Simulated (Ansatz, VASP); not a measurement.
## One calculation of CoBr4, two programs

```
Co Br
1.0
    -3.11517    3.11517    3.49716
     3.11517   -3.11517    3.49716
     3.11517    3.11517   -3.49716
Co Br
1 4
Direct
  0.50000 0.50000 0.00000
  0.50000 0.00000 0.00000
  0.00000 0.50000 0.00000
  0.00000 0.00000 0.50000
  0.50000 0.50000 0.50000
```

Alike in both runs: functional PBE; k mesh 4 × 4 × 4; occupations gaussian, width 0.1 eV; collinear spin.

Ansatz relaxed the structure, and its values are those at the end. VASP's run is a single point on that final structure, the one shown.

|  | VASP | Ansatz |
| --- | --- | --- |
| version | VASP 6.6.1 | Ansatz 0.2.0 |
| potentials or method | VASP PAW PBE potentials, release 64 (Co, Br), cutoff 520 eV | scalar-relativistic, plane waves, PAW |
| valence electrons in the cell | 37 | 45 |

```tsv
	VASP	Ansatz	Ansatz less VASP
gap on the k mesh at the Fermi level (eV)	none	none	-
pressure (GPa)	0.0	0.1	+0.03
net moment per atom (μB)	0.55	0.55	-0.001
size of the moment on the site where the two differ most (μB)	2.38	2.42	+0.039
```

Site moments also hang on the region over which each program counts them. A gap of «none» marks a metal or a gap that the smearing closes. VASP's potentials hold 37 valence electrons a cell and Ansatz's 45, so a difference there can come from the potentials and not from the codes.
